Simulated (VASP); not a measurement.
# C: single point with PBEsol

The system is C.

```
C
1.0
     0.00000    1.78350    1.78350
     1.78350    0.00000    1.78350
     1.78350    1.78350    0.00000
C
2
Direct
  0.00000 0.00000 0.00000
  0.25000 0.25000 0.25000
```

- Program: VASP 6.6.1
- Task: single point
- Functional: PBEsol
- Potentials or basis: VASP PAW PBE potentials, release 64 (C)
- Cutoff: 600 eV
- k mesh: 8 × 8 × 8
- Occupations: gaussian, width 0.1 eV
- Spin: no spin polarisation

The pressure is -4.5 GPa. The band gap on the k mesh is 4.00 eV, indirect (least direct gap 5.54 eV).

Levels at points of the mesh, in eV from the valence-band top:
```
           k point  band 1  band 2  band 3  band 4  band 5  band 6  band 7  band 8
(0.00, 0.00, 0.00)  -21.52    0.00    0.00    0.00    5.54    5.54    5.54   13.36
(0.50, 0.00, 0.00)  -15.69  -13.46   -2.81   -2.81    8.38    8.38    8.84   15.49
(0.50, 0.50, 0.00)  -12.78  -12.78   -6.34   -6.34    4.60    4.60   16.78   16.78
```

Wall time 6.8 s on 1 thread of Intel Xeon 8259CL (shared host), peak memory 0.12 GiB.

Caveat: the PAW data sets were made with another functional, which shifts forces and pressure a little. A k mesh can miss the band edges.
